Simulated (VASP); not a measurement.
Runs of VASP 6.6.1 on BeS. The structure is that of space group F-43m (No. 216), or close to it. The cells are those of the table. 

```tsv
cell	gap on the mesh (eV)	pressure (GPa)
a = 3.413 Å, angles 60.0°, 2 atoms	3.08	(b)
a = 3.559 Å, angles 60.0°, 2 atoms	3.33	(a)
a = 3.377 Å, angles 60.0°, 2 atoms	(c)	6.5
a = 3.515 Å, angles 60.0°, 2 atoms	3.26	-4.8
a = 3.341 Å, angles 60.0°, 2 atoms	2.92	10.5
```

Alike in all rows: task single point; level PBE; potentials or basis VASP PAW PBE potentials, release 64 (Be, S); no spin polarisation; k mesh 8 × 8 × 8; cutoff (eV) 520; smearing gaussian 0.02 eV.

Q: Estimate the missing entries.

A: (a) -7.4; (b) 3.0; (c) 3.00.

A k mesh can miss the band edges.
